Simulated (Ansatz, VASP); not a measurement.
**Two plane-wave programs on SeBrO**

INCAR

```
  PREC = Accurate
  ENCUT = 520
  EDIFF = 1E-6
  ISMEAR = -1
  SIGMA = 0.1
  LREAL = False
  LASPH = True
  NELM = 80
  ALGO = Normal
  ISIF = 2
  LWAVE = False
  LCHARG = True
  GGA = PE
  LELF = True
  LVHAR = True
  NBANDS = 28
```

KPOINTS

```
regular mesh
0
Gamma
  9 10 5
```

File POSCAR:

```
SeBrO
1.0
    3.6913730000      0.0000000000      0.0000000000
    0.0000000000      3.2920590000      0.0000000000
    0.0000000000      0.0000000000      7.8850780000
Se O Br
2 2 2
Direct
    0.0000000000      0.5000000000      0.1130000000
    0.5000000000      0.0000000000      0.8870000000
    0.0000000000      0.0000000000      0.9800000000
    0.5000000000      0.5000000000      0.0200000000
    0.0000000000      0.0000000000      0.3360000000
    0.5000000000      0.5000000000      0.6640000000
```

Input for Ansatz:

```yaml
crystal:
  lattice:
    - [3.691373, 0.0, 0.0]
    - [0.0, 3.292059, 0.0]
    - [0.0, 0.0, 7.885078]
  atoms:
    - { symbol: Se, position: [0.0, 0.5, 0.113] }
    - { symbol: Se, position: [0.5, 0.0, 0.887] }
    - { symbol: O, position: [0.0, 0.0, 0.98] }
    - { symbol: O, position: [0.5, 0.5, 0.02] }
    - { symbol: Br, position: [0.0, 0.0, 0.336] }
    - { symbol: Br, position: [0.5, 0.5, 0.664] }
  symmetry: { tolerance: 0.0003 }
kpoints:
  mp_grid: { grid: [9, 10, 5], shift: [0, 0, 0] }
  band_path:
    path:
      - [0.0, 0.0, 0.0]
      - [0.0, 0.5, 0.0]
      - [-0.5, 0.5, 0.0]
      - [-0.5, 0.0, 0.0]
      - [0.0, 0.0, 0.0]
      - [0.0, 0.0, 0.5]
      - [0.0, 0.5, 0.5]
      - [-0.5, 0.5, 0.5]
      - [-0.5, 0.0, 0.5]
      - [0.0, 0.0, 0.5]
      - [0.0, 0.5, 0.0]
    npoints: 7
magnetization:
  spin_polarized: false
scf:
  occupations: { method: fermi_dirac }
  lower_state_search: "off"
  max_iter: 200
hamiltonian:
  pseudopotentials: { kind: paw }
  xc: pbe
basis:
  ecutwfc: 420
  fft_grid_basis: typed
output:
  forces: true
  stress: true
  eigenvalues: true
  bader: true
  populations: true
  elf: true
  write_potential: true
  volumetric_format: npy
  dos:
    e_range: [-12, 8]
    de: 0.05
    projected: { site_lists: { Br: [Br], O: [O], Se: [Se] } }
  write_density: true
checkpoint:
  read: saved_state
```

Alike in both runs: task single point; functional PBE; k mesh 9 × 10 × 5; no spin polarisation.

|  | VASP | Ansatz |
| --- | --- | --- |
| version | VASP 6.6.1 | Ansatz 0.2.0 |
| potentials or method | VASP PAW PBE potentials, release 64 (Se, O, Br), cutoff 520 eV | PAW plane waves |
| occupations | fermi-dirac, width 0.1 eV | fermi-dirac |
| valence electrons in the cell | 38 | 58 |

```tsv
	VASP	Ansatz	Ansatz less VASP
rms of the force components (eV/Å)	1.546	1.531	-0.0147
```

Atom by atom the forces differ by 0.018 eV/Å (rms over components). VASP's potentials hold 38 valence electrons a cell and Ansatz's 58, so a difference there can come from the potentials and not from the codes.
